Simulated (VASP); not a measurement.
Set up this calculation in VASP 6.6.1, as the native input.

```
Task                   : single point
Functional             : PBE
Potentials or basis    : VASP PAW PBE potentials, release 64 (Ni, Al)
Cutoff                 : 520 eV
k mesh                 : 3 × 3 × 3
Occupations            : methfessel-paxton, width 0.1 eV
Spin                   : no spin polarisation
Dipole correction      : no
Further INCAR settings : LREAL = Auto; ALGO = Normal; EDIFF = 1e-07; NBANDS = 64
```

The structure of Al7Ni8 (a cell with a defect) (vacancy hop of Al) lies in POSCAR:

```
Al7Ni8
1.0
    5.7836525300      0.0000000000      0.0000000000
    0.0000000000      5.7836525300      0.0000000000
    0.0000000000      0.0000000000      5.7836525300
Ni Al
8 7
Direct
    0.0017167352      0.0000224771      0.0007649146
    0.0019302681      0.0001914015      0.4985596879
    0.0014096628      0.4983598142      0.0004657956
    0.0016691874      0.4981670294      0.4988574236
    0.4997013539      0.0000759036      0.0008335563
    0.4995026906      0.0002555479      0.4985394584
    0.4999072792      0.4981402297      0.0005717840
    0.4996743814      0.4979718240      0.4987929315
    0.2506713521      0.2491520700      0.7499380327
    0.2507230496      0.7488226475      0.2496469130
    0.2507586672      0.7491656834      0.7497118780
    0.7508096272      0.2491579486      0.2496792455
    0.7507416771      0.2489515047      0.7496655405
    0.7506837552      0.7491030932      0.2498167019
    0.7506522872      0.7492668305      0.7495875621
```

These files were run (other wordings do the same):

INCAR

```
  ALGO = Normal
  EDIFF = 1E-7
  ENCUT = 520
  GGA = PE
  ISIF = 2
  ISMEAR = 1
  LASPH = T
  LCHARG = T
  LELF = T
  LREAL = Auto
  LVHAR = T
  LWAVE = F
  NBANDS = 64
  NELM = 100
  PREC = Accurate
  SIGMA = 0.1
```

KPOINTS

```
k-points
0
Gamma
  3 3 3
```

Potentials or basis: VASP PAW PBE potentials, release 64 (Ni, Al).

Launch:

```console
$ cat potpaw_PBE.64/Ni/POTCAR potpaw_PBE.64/Al/POTCAR > POTCAR
$ mpirun -np 1 vasp_std > vasp.out
```

Results of the run:

```
Pressure      : -4.1 GPa
Largest force : 0.015 eV/Å
```

Caveat: the k points lie up to 0.36 Å⁻¹ apart.

It took 5 min on 1 thread of AMD EPYC 9R45 96-Core Processor (Zen 5) (shared host), peak memory 0.34 GiB.
